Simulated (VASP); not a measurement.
A run of VASP 6.6.1:

File INCAR:

```
SYSTEM = Al
PREC = Accurate
ENCUT = 450
EDIFF = 1E-7
ISMEAR = 0
SIGMA = 0.1
LREAL = .FALSE.
LASPH = .TRUE.
NELM = 120
ALGO = Normal
ISIF = 2
LWAVE = .FALSE.
LCHARG = .FALSE.
LDIPOL = .TRUE.
IDIPOL = 3
DIPOL = 0.5 0.5 0.332
GGA = PE
IBRION = 2
NSW = 36
EDIFFG = -0.025
GGA_COMPAT = .FALSE.
NELMIN = 4
NELMDL = -8
```

Contents of KPOINTS:

```
Automatic mesh
0
G
  6 6 1
  0 0 0
```

File POSCAR:

```
Al
1.0
    5.7143028096      0.0000000000      0.0000000000
   -2.8571514048      4.9487313980      0.0000000000
    0.0000000000      0.0000000000     20.1016424764
Al
13
Selective dynamics
Direct
    0.3333333333      0.1666666667      0.1989887147  F F F
    0.3333333333      0.6666666667      0.1989887147  F F F
    0.8333333333      0.1666666667      0.1989887147  F F F
    0.8333333333      0.6666666667      0.1989887147  F F F
    0.1666666667      0.3333333333      0.3134533099  F F F
    0.1666666667      0.8333333333      0.3134533099  F F F
    0.6666666667      0.3333333333      0.3134533099  F F F
    0.6666666667      0.8333333333      0.3134533099  F F F
    0.0000000000      0.0000000000      0.4279074452  F F F
    0.0000000000      0.5000000000      0.4279074452  F F F
    0.5000000000      0.0000000000      0.4279074452  F F F
    0.5000000000      0.5000000000      0.4279074452  F F F
    0.0000000000      0.0000000000      0.5482956176  F F T
```

Potentials or basis: VASP PAW PBE potentials, release 64 (Al).

The run is started by

```console
$ cat potpaw_PBE.64/Al/POTCAR > POTCAR
$ mpirun -np 1 vasp_std > vasp.out
```

Hardware: 1 thread of Oxide Virtual Turin-like Processor, with other jobs on the host.

Problem. How long does it take, and how much memory?

Solution. Run time: 6.8 min on 1 thread of Oxide Virtual Turin-like Processor, with other jobs on the host, peak memory 0.51 GiB. Counts: scf iterations 62, k points 7, ion steps 3.
